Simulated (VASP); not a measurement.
Crystal: LuBeSi4.

```
CELL_PARAMETERS angstrom
4.12368 0.00000 0.00000
-2.06184 3.57121 0.00000
0.00000 0.00000 7.58654
ATOMIC_POSITIONS crystal
Lu 0.00000 0.00000 0.50000
Be 0.00000 0.00000 0.00000
Si 0.00000 0.00000 0.21080
Si 0.00000 0.00000 0.78920
Si 0.33333 0.66667 0.50000
Si 0.66667 0.33333 0.50000
```

The cell was generated, and may not be a known phase.

* Program: VASP 6.6.1
* Task: relaxation of cell and atoms
* Functional: PBE
* Potentials or basis: VASP PAW PBE potentials, release 64 (Lu, Be, Si)
* Cutoff: 600 eV
* k mesh: 6 × 6 × 2
* Occupations: gaussian, width 0.1 eV
* Spin: no spin polarisation

At the start: pressure 46.4 GPa; volume 18.62 Å³/atom.

**Question.** Where does the relaxation end?

**Answer.** Over 13 steps the energy falls by 1562.5 meV/atom and the volume is 32.26 Å³/atom (+73.3 %); space group P6/mmm (No. 191, to 0.1 Å) before and after.

Step by step:
```
step  energy change (eV)  largest force (eV/Å)  pressure (GPa)  volume (Å³)
   1              0.0000                7.7255           46.45       111.72
   2             -7.2305                1.1647           -2.22       218.73
   3             -8.3590                2.3615            4.97       165.86
   4             -8.3587                2.3058            3.34       172.31
   5             -8.3674                2.3367            3.93       169.70
   6             -9.0936                1.1909            0.09       189.74
   7             -9.2181                0.6491           -1.60       202.02
   8             -9.3677                0.2067            0.03       194.97
   9             -9.3679                0.2356           -0.15       195.32
  10             -9.3679                0.2245           -0.14       195.18
  11             -9.3742                0.0517           -0.06       194.05
  12             -9.3745                0.0525            0.03       193.34
  13             -9.3747                0.0201            0.08       193.56
```

Final structure:
```
CELL_PARAMETERS angstrom
4.84805 0.00000 0.00000
-2.42402 4.19853 0.00000
0.00000 0.00000 9.50955
ATOMIC_POSITIONS crystal
Lu 0.00000 0.00000 0.50000
Be 0.00000 0.00000 0.00000
Si 0.00000 0.00000 0.22517
Si 0.00000 0.00000 0.77483
Si 0.33333 0.66667 0.50000
Si 0.66667 0.33333 0.50000
```

Caveat: the k points lie up to 0.33 Å⁻¹ apart in the final cell, too coarse for converged energies and pressures of a metal; the volume moved by over 15 % at a fixed basis, so the end points are rough.
